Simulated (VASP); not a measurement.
Here is a VASP 6.6.1 calculation.

The input INCAR:

```
SYSTEM = ZrSi2
PREC = Accurate
ENCUT = 520
EDIFF = 1E-7
ISMEAR = 0
SIGMA = 0.1
LREAL = .False.
LASPH = .True.
NELM = 60
ALGO = Normal
ISIF = 2
LWAVE = .False.
LCHARG = .False.
GGA = PE
NBANDS = 29
```

KPOINTS

```
Automatic mesh
0
Gamma
  6 6 6
  0 0 0
```

The input POSCAR:

```
ZrSi2
1.0
    1.8530000000     -7.3675000000      0.0000000000
    1.8530000000      7.3675000000      0.0000000000
    0.0000000000      0.0000000000      3.6720000000
Zr Si
2 4
Direct
    0.8946000000      0.1054000000      0.7500000000
    0.1054000000      0.8946000000      0.2500000000
    0.5522000000      0.4478000000      0.7500000000
    0.4478000000      0.5522000000      0.2500000000
    0.2496000000      0.7504000000      0.7500000000
    0.7504000000      0.2496000000      0.2500000000
```

Potentials or basis: VASP PAW PBE potentials, release 64 (Zr_sv, Si).

Command:

```sh
$ cat potpaw_PBE.64/Zr_sv/POTCAR potpaw_PBE.64/Si/POTCAR > POTCAR
$ mpirun -np 1 vasp_std > vasp.out
```

Question: What does it give for the pressure?

Answer: 1.0 GPa.

Question: Estimate the largest force.

Answer: 0.191 eV/Å.

Question: Estimate the band gap on the k mesh.

Answer: Zero (bands 20 and 21 overlap by 0.84 eV).

Stress tensor (GPa, compression positive):
```
0.85 0.00 0.00
0.00 1.26 0.00
0.00 0.00 0.83
```
